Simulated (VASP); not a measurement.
Crystal: MgS.

```
CELL_PARAMETERS angstrom
0.00000 2.88869 2.88869
2.88869 0.00000 2.88869
2.88869 2.88869 0.00000
ATOMIC_POSITIONS crystal
S 0.25000 0.25000 0.25000
Mg 0.00000 0.00000 0.00000
```

Base run:

| Item | Value |
| --- | --- |
| Program | VASP 6.6.1 |
| Functional | HSE06 |
| Potentials or basis | VASP PAW PBE potentials, release 64 (S, Mg) |
| Cutoff | 520 eV |
| k mesh | 6 × 6 × 6 |
| Occupations | fermi-dirac, width 0.05 eV |
| Spin | no spin polarisation |

Its results: band gap on the k mesh 4.19 eV, direct; pressure -3.3 GPa.

Q: The run is repeated on the same cell with these changes: functional from HSE06 to r2SCAN; k mesh from 6 × 6 × 6 to 8 × 8 × 8. What comes out?

A: Band gap on the k mesh 3.81 eV, direct; pressure -3.5 GPa.

Several settings changed at once, so the effect can't be laid on one alone.

Caveats: the PAW data sets were made with another functional, which shifts forces and pressure a little.

